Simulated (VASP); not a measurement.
The system is TaTc3.

```
Tc Ta
1.0
     3.92750    0.00000    0.00000
     0.00000    3.92750    0.00000
     0.00000    0.00000    3.92750
Tc Ta
3 1
Direct
  0.00000 0.00000 0.00000
  0.00000 0.50000 0.50000
  0.50000 0.00000 0.50000
  0.50000 0.50000 0.00000
```

```yaml
Program: VASP 6.6.1
Task: relaxation of cell and atoms
Functional: LDA
Potentials_or_basis: VASP PAW LDA potentials, release 64 (Tc_pv, Ta_pv)
Cutoff: 600 eV
k_mesh: 6 × 6 × 6
Occupations: fermi-dirac, width 0.1 eV
Spin: no spin polarisation
```

At the start: pressure -8.2 GPa; volume 15.15 Å³/atom.

Q: How do energy, volume and symmetry change on relaxing?

A: Over 4 steps the energy falls by 11.5 meV/atom and the volume is 14.71 Å³/atom (-2.9 %); space group Pm-3m (No. 221, to 0.05 Å).

The path:
| step | energy change (eV) | largest force (eV/Å) | pressure (GPa) | volume (Å³) |
| --- | --- | --- | --- | --- |
| 1 | 0.0000 | 0.0000 | -8.22 | 60.58 |
| 2 | 0.3804 | 0.0000 | 30.57 | 54.02 |
| 3 | -0.0459 | 0.0000 | -0.31 | 58.90 |
| 4 | -0.0460 | 0.0000 | -0.04 | 58.84 |

Final structure:
```
Tc Ta
1.0
     3.88947    0.00000    0.00000
     0.00000    3.88947    0.00000
     0.00000    0.00000    3.88947
Tc Ta
3 1
Direct
  0.00000 0.00000 0.00000
  0.00000 0.50000 0.50000
  0.50000 0.00000 0.50000
  0.50000 0.50000 0.00000
```
